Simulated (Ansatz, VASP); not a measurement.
# GaSb in VASP and in Ansatz

```
Ga Sb
1.0
     0.00000    3.05900    3.05900
     3.05900    0.00000    3.05900
     3.05900    3.05900    0.00000
Ga Sb
1 1
Direct
  0.00000 0.00000 0.00000
  0.25000 0.25000 0.25000
```

Alike in both runs: task single point; functional r2SCAN; k mesh 6 × 6 × 6; no spin polarisation.

|  | VASP | Ansatz |
| --- | --- | --- |
| version | VASP 6.6.1 | Ansatz 0.2.0 |
| potentials or method | VASP PAW PBE potentials, release 64 (Ga_d, Sb), cutoff 520 eV | plane waves, PAW |
| occupations | gaussian, width 0.01 eV | fixed |
| valence electrons in the cell | 18 | 28 |

VASP gave:

```
gap on the k mesh at the Fermi level (eV) : 0.45
```

Task: Estimate Ansatz's values.

Result: gap on the k mesh at the Fermi level (eV): 0.47.

VASP's potentials were made for PBE, not for r2SCAN. VASP's potentials hold 18 valence electrons a cell and Ansatz's 28, so a difference there can come from the potentials and not from the codes.

Neither program's run includes spin-orbit coupling.
